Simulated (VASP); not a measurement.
# Lu (Fm-3m) in VASP: further runs

Runs on Lu. Level: PBEsol. Tasks: single point.

Program: VASP 6.6.1. These are calculated values, not measurements. Logs are shortened: lines on timing, memory, paths and dates and some standing lists are left out, and cuts for length are marked.

**1. The cell of the first run**

Symmetry: Fm-3m, No. 225, cubic system. The conventional cell has a = 4.713 Å, b = 4.713 Å, c = 4.713 Å, α = 90.00°, β = 90.00°, γ = 90.00°. Within 4.4 Å of Lu (site symmetry m-3m) lie 12 Lu at 3.33 Å.

This isn't the form of Lu at room conditions, which is hcp.

**2. Single point, PBEsol (26.17 Å³/atom)**

Contents of INCAR:

```
  PREC = Accurate
  ENCUT = 520
  EDIFF = 1E-6
  ISMEAR = -1
  SIGMA = 0.1
  LREAL = F
  LASPH = T
  NELM = 60
  ALGO = Normal
  ISIF = 2
  LWAVE = F
  LCHARG = F
  GGA = PS
  NBANDS = 18
```

Contents of KPOINTS:

```
regular mesh
0
Gamma
  13 13 13
```

Contents of POSCAR:

```
Lu
1.0
    0.0000000000      2.3564627348      2.3564627348
    2.3564627348      0.0000000000      2.3564627348
    2.3564627348      2.3564627348      0.0000000000
Lu
1
Direct
    0.0000000000      0.0000000000      0.0000000000
```

Potentials or basis: VASP PAW PBE potentials, release 64 (Lu).

Run with:

```console
cat potpaw_PBE.64/Lu/POTCAR > POTCAR
mpirun -np 1 vasp_std > vasp.out
```

OUTCAR:

```text
PREC = Accurate
   ENCUT = 520
   EDIFF = 1E-6
   ISMEAR = -1
   LREAL = F
   LASPH = T
   NELM = 60
   ISIF = 2
   GGA = PS

 ion  position               nearest neighbor table
   1  0.000  0.000  0.000-

  LATTYP: Found a face centered cubic cell.
 ALAT       =     4.7129254696

  Lattice vectors:

 A1 = (   0.0000000000,   2.3564627348,   2.3564627348)
 A2 = (   2.3564627348,   0.0000000000,   2.3564627348)
 A3 = (   2.3564627348,   2.3564627348,   0.0000000000)

Analysis of symmetry for initial positions (statically):
=====================================================================
 Subroutine PRICEL returns:
 Original cell was already a primitive cell.

 Routine SETGRP: Setting up the symmetry group for a
 face centered cubic supercell.

 Subroutine GETGRP returns: Found 48 space group operations
 (whereof 48 operations were pure point group operations)
 out of a pool of 48 trial point group operations.

The static configuration has the point symmetry O_h .

Analysis of symmetry for dynamics (positions and initial velocities):
=====================================================================
 Subroutine PRICEL returns:
 Original cell was already a primitive cell.

 Routine SETGRP: Setting up the symmetry group for a
 face centered cubic supercell.

 Subroutine GETGRP returns: Found 48 space group operations
 (whereof 48 operations were pure point group operations)
 out of a pool of 48 trial point group operations.

The dynamic configuration has the point symmetry O_h .

 Subroutine INISYM returns: Found 48 space group operations
 (whereof 48 operations are pure point group operations),
 and found     1 'primitive' translations

----------------------------------------------------------------------------------------

                                     Primitive cell

  volume of cell :      26.1705

  direct lattice vectors                    reciprocal lattice vectors
     0.000000000  2.356462735  2.356462735    -0.212182435  0.212182435  0.212182435
     2.356462735  0.000000000  2.356462735     0.212182435 -0.212182435  0.212182435
     2.356462735  2.356462735  0.000000000     0.212182435  0.212182435 -0.212182435
[... 67 lines left out ...]
   dimension x,y,z NGX =    28 NGY =   28 NGZ =   28
   dimension x,y,z NGXF=    56 NGYF=   56 NGZF=   56
   ions per type =               1
   NGX,Y,Z   is equivalent  to a cutoff of  13.97, 13.97, 13.97 a.u.
   NGXF,Y,Z  is equivalent  to a cutoff of  27.94, 27.94, 27.94 a.u.
 SYSTEM =  unknown system
   PREC   = accura    normal or accurate (medium, high low for compatibility)
   ISTART =      0    job   : 0-new  1-cont  2-samecut
   ICHARG =      2    charge: 1-file 2-atom 10-const
   ISPIN  =      1    spin polarized calculation?
   LNONCOLLINEAR =      F non collinear calculations
   LSORBIT =      F    spin-orbit coupling
   LASPH  =      T    aspherical Exc in radial PAW
   ENCUT  =  520.0 eV  38.22 Ry    6.18 a.u.   6.20  6.20  6.20*2*pi/ulx,y,z
   NELM   =     60;   NELMIN=  2; NELMDL= -5     # of ELM steps
   EDIFF  = 0.1E-05   stopping-criterion for ELM
   LREAL  =      F    real-space projection
   EDIFFG = 0.1E-04   stopping-criterion for IOM
   NSW    =      0    number of steps for IOM
   IBRION =     -1    ionic relax: 0-MD 1-quasi-New 2-CG
   NFREE  =      0    steps in history (QN), initial steepest desc. (CG)
   ISIF   =      2    stress and relaxation
   ISYM   =      2    0-nonsym 1-usesym 2-fastsym
   POTIM  = 0.5000    time-step for ionic-motion
   TEBEG  =    0.0;   TEEND  =   0.0 temperature during run
   PSTRESS=    0.0 pullay stress
   NELECT =      25.0000    total number of electrons
   NUPDOWN=      -1.0000    fix difference up-down
   EMIN   =  10.00;   EMAX   =-10.00  energy-range for DOS
   EFERMI =   0.00;   METHOD = LEGACY
   ISMEAR =    -1;   SIGMA  =   0.10  broadening in eV -4-tet -1-fermi 0-gaus
   EFERMI_NEDOS =   21; number of points for ismear=-14 and -15
   IALGO  =     38    algorithm
   IMIX   =      4    mixing-type and parameters
     AMIX     =   0.40;   BMIX     =  1.00
     AMIX_MAG =   1.60;   BMIX_MAG =  1.00
  volume/ion in A,a.u.               =      26.17       176.61
  Fermi-wavevector in a.u.,A,eV,Ry     =   1.612319  3.046841 35.369324  2.599572
  Thomas-Fermi vector in A             =   2.707568
   LORBIT       =      0    0 simple, 1 ext, 2 COOP (PROOUT), +10 PAW based schemes
   GGA     = PS    functional components
   LHFCALC =     F    Hartree Fock is set to
   AEXX    =    0.0000 exact exchange contribution
   IVDW    =     0    specifies the selected vdW correction
   LEPSILON=     F    determine dielectric tensor
   LRPA    =     F    only Hartree local field effects (RPA)
 non-spin polarized calculation
  energy-cutoff  :      520.00
  volume of cell :       26.17
 maximum number of plane-waves:       725
 NGX is ok and might be reduce to    28
   NGX = 13   NGY = 13   NGZ = 13

 number of electron      24.9999996 magnetization

 Free energy of the ion-electron system (eV)
  ---------------------------------------------------
  ext. energy  EPLUGINS =         0.00000000
  ---------------------------------------------------
  free energy    TOTEN  =        -4.92960532 eV

  energy without entropy =       -4.88866854  energy(sigma->0) =       -4.90913693

 E-fermi :   2.5590     XC(G=0): -11.3048

 val. band max:        2.5216405182   @ k =  -0.4615   0.3077   0.1538
 cond. band min:       2.5799813186   @ k =   0.4615   0.2308   0.0769
 fundamental gap:      0.0583408004
 Fermi energy:         2.5590208251

 k-point     1 :       0.0000    0.0000    0.0000
  band No.  band energies     occupation
      1     -53.4268      2.00000
      2     -23.7659      2.00000
      3     -23.7659      2.00000
      4     -23.7659      2.00000
      5      -3.7985      2.00000
      6      -2.2978      2.00000
[... 481 lines left out ...]
      5      -2.2609      2.00000
      6      -2.2310      2.00000
[... 10 lines left out ...]
     17       9.6816      0.00000
     18      11.7815      0.00000

 [... further k-points ...]
[... 5 lines left out ...]
  --------------------------------------------------------------------------------------
  -------------------------------------------------------------------------------------
  Total        0.3587132      0.3587132      0.3587132      0.0000000      0.0000000      0.0000000
  in kB       21.9606996     21.9606996     21.9606996      0.0000000      0.0000000      0.0000000
  external PRESSURE =      21.9606996 kB  Pullay stress =       0.0000000 kB

 VOLUME and BASIS-vectors are now :
 -----------------------------------------------------------------------------
  energy-cutoff  :      520.00
  volume of cell :       26.17
      direct lattice vectors                 reciprocal lattice vectors
     0.000000000  2.356462735  2.356462735    -0.212182435  0.212182435  0.212182435
     2.356462735  0.000000000  2.356462735     0.212182435 -0.212182435  0.212182435
     2.356462735  2.356462735  0.000000000     0.212182435  0.212182435 -0.212182435

 POSITION                                       TOTAL-FORCE (eV/Angst)
 -----------------------------------------------------------------------------------
      0.00000      0.00000      0.00000         0.000000      0.000000      0.000000
 -----------------------------------------------------------------------------------
    total drift:                               -0.000000     -0.000000     -0.000000

  FREE ENERGIE OF THE ION-ELECTRON SYSTEM (eV)
  ---------------------------------------------------
  free  energy   TOTEN  =        -4.9296053154 eV

  energy  without entropy=       -4.8886685393  energy(sigma->0) =       -4.90913693
```

stdout:

```text
POSCAR found type information on POSCAR Lu
 POSCAR found :  1 types and       1 ions
 scaLAPACK will be used
 -----------------------------------------------------------------------------
|                                                                             |
|                                                                             |
|     You enforced a specific xc type in the INCAR file but a different       |
|     I HOPE YOU KNOW WHAT YOU ARE DOING!                                     |
|                                                                             |
 -----------------------------------------------------------------------------

 LDA part: xc-table for (Slater+PW92), standard interpolation
 POSCAR, INCAR and KPOINTS ok, starting setup
 FFT: planning ... GRIDC
 FFT: planning ... GRID_SOFT
 FFT: planning ... GRID
 WAVECAR not read
 entering main loop
```

Wall time 35 s (1 thread of Intel Xeon Platinum 8375C at 2.90GHz (Ice Lake), shared host); peak memory 0.19 GiB.

Results:

```
Free energy            : -4.9296 eV
Pressure               : 2.2 GPa
Band gap on the k mesh : zero (an odd number of electrons rules out a gap without spin polarisation)
```

Levels at points of the mesh, in eV from the Fermi level:
```csv
k point,band 9,band 10,band 11,band 12,band 13,band 14,band 15,band 16
"(0.00, 0.00, 0.00)",-4.79,-4.69,-4.69,-4.69,2.33,2.33,2.33,5.01
```

Caveat: the PAW data sets were made with another functional, which shifts forces and pressure a little; spin-orbit coupling is left out, which moves the levels of the heavy elements.

**3. Single point, PBEsol (27.26 Å³/atom)**

This run uses another cell than the first one, of 27.26 Å³/atom.

Contents of INCAR:

```
SYSTEM = Lu
PREC = Accurate
ENCUT = 520
EDIFF = 1E-7
ISMEAR = -1
SIGMA = 0.1
LREAL = .FALSE.
LASPH = .TRUE.
NELM = 80
ALGO = Normal
ISIF = 2
LWAVE = .FALSE.
LCHARG = .FALSE.
GGA = PS
NBANDS = 18
```

Contents of KPOINTS:

```
Automatic mesh
0
G
  13 13 13
  0 0 0
```

Contents of POSCAR:

```
Lu
1.0
    0.0000000000      2.3887470580      2.3887470580
    2.3887470580      0.0000000000      2.3887470580
    2.3887470580      2.3887470580      0.0000000000
Lu
1
Direct
    0.0000000000      0.0000000000      0.0000000000
```

Potentials or basis: VASP PAW PBE potentials, release 64 (Lu).

Run with:

```console
cat potpaw_PBE.64/Lu/POTCAR > POTCAR
mpirun -np 1 vasp_std > vasp.out
```

It took 44 s on 1 thread of Intel Xeon Platinum 8375C at 2.90GHz (Ice Lake), shared host; peak memory 0.19 GiB.

It converged, with:

* Free energy: -4.9381 eV
* Pressure: 0.2 GPa
* Band gap on the k mesh: zero (an odd number of electrons rules out a gap without spin polarisation)

Levels at points of the mesh, in eV from the Fermi level:
```
           k point  band 10  band 11  band 12  band 13  band 14  band 15
(0.00, 0.00, 0.00)    -4.76    -4.76    -4.76     2.29     2.29     2.29
```

Caveat: the PAW data sets were made with another functional, which shifts forces and pressure a little; spin-orbit coupling is left out, which moves the levels of the heavy elements.

(Part 1 of 2 ends here.)
